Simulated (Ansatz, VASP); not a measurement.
# Mo: VASP beside Ansatz

The input INCAR:

```
SYSTEM = Mo
PREC = Accurate
ENCUT = 520
EDIFF = 1E-7
ISMEAR = -1
SIGMA = 0.1
LREAL = .False.
LASPH = .True.
NELM = 80
ALGO = Normal
ISIF = 2
LWAVE = .False.
LCHARG = .True.
GGA = PS
LELF = .True.
LVHAR = .True.
NBANDS = 21
```

Contents of KPOINTS:

```
regular mesh
0
Gamma
  15 15 8
  0 0 0
```

POSCAR

```
Mo
1.0
   -1.9467937010      1.9465527770      1.3465718667
    1.9465527770     -1.9467937010      1.3465718667
    3.2114238125      3.2114238125     -1.3470131194
Mo
2
Direct
    0.9999516566      0.0000483434      0.0000000000
    0.7500483434      0.2499516566      0.5000000000
```

Input for Ansatz:

```yaml
crystal:
  lattice:
    - [-1.946793701, 1.946552777, 1.3465718667]
    - [1.946552777, -1.946793701, 1.3465718667]
    - [3.2114238125, 3.2114238125, -1.3470131194]
  atoms:
    - { symbol: Mo, position: [0.9999516566, 4.83434e-05, 0.0] }
    - { symbol: Mo, position: [0.7500483434, 0.2499516566, 0.5] }
hamiltonian:
  xc: pbesol
  pseudopotentials:
    kind: paw
    azcp:
      Mo: "pseudopotentials/Mo.paw.azcp"
basis:
  ecutwfc: 420
  fft_grid_basis: typed
kpoints:
  mp_grid: { grid: [15, 15, 8], shift: [0, 0, 0] }
magnetization:
  spin_polarized: false
scf:
  occupations: { method: fermi_dirac, width: 0.1 }
  lower_state_search: "off"
output:
  stress: true
```

Alike in both runs: task single point; functional PBEsol; k mesh 15 × 15 × 8; occupations fermi-dirac, width 0.1 eV; no spin polarisation.

```csv
,VASP,Ansatz
version,VASP 6.6.1,Ansatz 0.2.0
potentials or method,"VASP PAW PBE potentials, release 64 (Mo_sv), cutoff 520 eV","plane waves (420 eV) with PAW, scalar-relativistic"
valence electrons in the cell,28,28
```

Ansatz gave:

| Quantity | Value |
| --- | --- |
| pressure (GPa) | -17.3 |
| traceless stress, the component that is largest in VASP (GPa) | -0.77 |

**Question.** Estimate VASP's values.

**Answer.** Pressure (GPa): -16.9; traceless stress, the component that is largest in VASP (GPa): -0.72.

VASP's potentials were made for PBE, not for PBEsol, and Ansatz warns of the same on its side.
